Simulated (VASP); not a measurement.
# Rh: single point with PBEsol

Crystal: Rh.

```
CELL_PARAMETERS angstrom
2.49673 0.00000 0.00000
0.00000 2.49673 0.00000
0.00000 0.00000 2.49673
ATOMIC_POSITIONS crystal
Rh 0.00000 0.00000 0.00000
```

```
Program             : VASP 6.6.1
Task                : single point
Functional          : PBEsol
Potentials or basis : VASP PAW PBE potentials, release 64 (Rh_pv)
Cutoff              : 520 eV
k mesh              : 16 × 16 × 16
Occupations         : fermi-dirac, width 0.08 eV
Spin                : no spin polarisation
```

The pressure is 0.9 GPa.

Levels at points of the mesh, in eV from the Fermi level:
```tsv
k point	band 5	band 6	band 7	band 8	band 9	band 10
(0.00, 0.00, 0.00)	-5.42	-5.42	0.85	0.85	0.85	17.08
(0.50, 0.00, 0.00)	-4.57	-1.43	-1.43	-0.18	1.06	6.50
(0.50, 0.50, 0.00)	-3.85	-0.99	-0.99	2.50	5.68	5.68
(0.50, 0.50, 0.50)	-4.73	-4.73	2.65	2.65	10.04	12.41
```

Wall time 10 s on 1 thread of Intel(R) Xeon(R) 6975P-C (Granite Rapids), on a shared host, peak memory 0.14 GiB.

Caveat: the PAW data sets were made with another functional, which shifts forces and pressure a little.
